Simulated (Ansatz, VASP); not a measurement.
Sb in VASP and in Ansatz

INCAR

```
PREC = Accurate ; ENCUT = 600
EDIFF = 1E-6 ; ISMEAR = 0
SIGMA = 0.1 ; LREAL = F
LASPH = T ; NELM = 60
ALGO = Normal ; ISIF = 3
LWAVE = F ; LCHARG = F
GGA = PE ; IBRION = 2
NSW = 100 ; EDIFFG = -0.01
```

Contents of KPOINTS:

```
regular mesh
0
Gamma
  22 22 22
```

Contents of POSCAR:

```
Sb
1.0
   -1.6880198629      1.9987365820      2.0359497591
    1.6880198629     -1.9987365820      2.0359497591
    1.6880198629      1.9987365820     -2.0359497591
Sb
1
Direct
    0.0000000000      0.0000000000      0.0000000000
```

Input for Ansatz:

```yaml
crystal:
  lattice:
    - [-1.6880198629, 1.998736582, 2.0359497591]
    - [1.6880198629, -1.998736582, 2.0359497591]
    - [1.6880198629, 1.998736582, -2.0359497591]
  atoms:
    - { symbol: Sb, position: [0.0, 0.0, 0.0] }
basis:
  ecutwfc: 420
kpoints:
  mp_grid: { grid: [22, 22, 22] }
hamiltonian:
  xc: pbe
scf:
  occupations: { method: gaussian, width: 0.1 }
output:
  forces: true
  stress: true
  eigenvalues: true
relax:
  adjacent_minimum: "off"
  f_tol: 0.01
  max_steps: 80
  cell: { stress_tol: 0.05 }
```

Alike in both runs: task relaxation of cell and atoms; functional PBE; k mesh 22 × 22 × 22; occupations gaussian, width 0.1 eV; no spin polarisation.

```csv
,VASP,Ansatz
version,VASP 6.6.1,Ansatz 0.2.0
potentials or method,"VASP PAW PBE potentials, release 64 (Sb), cutoff 600 eV","scalar-relativistic, plane waves, PAW"
valence electrons in the cell,5,15
```

```tsv
	VASP	Ansatz	Ansatz less VASP
gap on the k mesh at the Fermi level, each at its own relaxed structure (eV)	none	none	-
relaxed volume (Å³/atom)	27.16	27.22	+0.064
relaxed length of the cell vector where the two differ most in proportion (Å)	3.280	3.282	+0.0026
```

A gap of «none» marks a metal or a gap that the smearing closes. VASP's potentials hold 5 valence electrons a cell and Ansatz's 15, so a difference there can come from the potentials and not from the codes.

Neither program's run includes spin-orbit coupling.
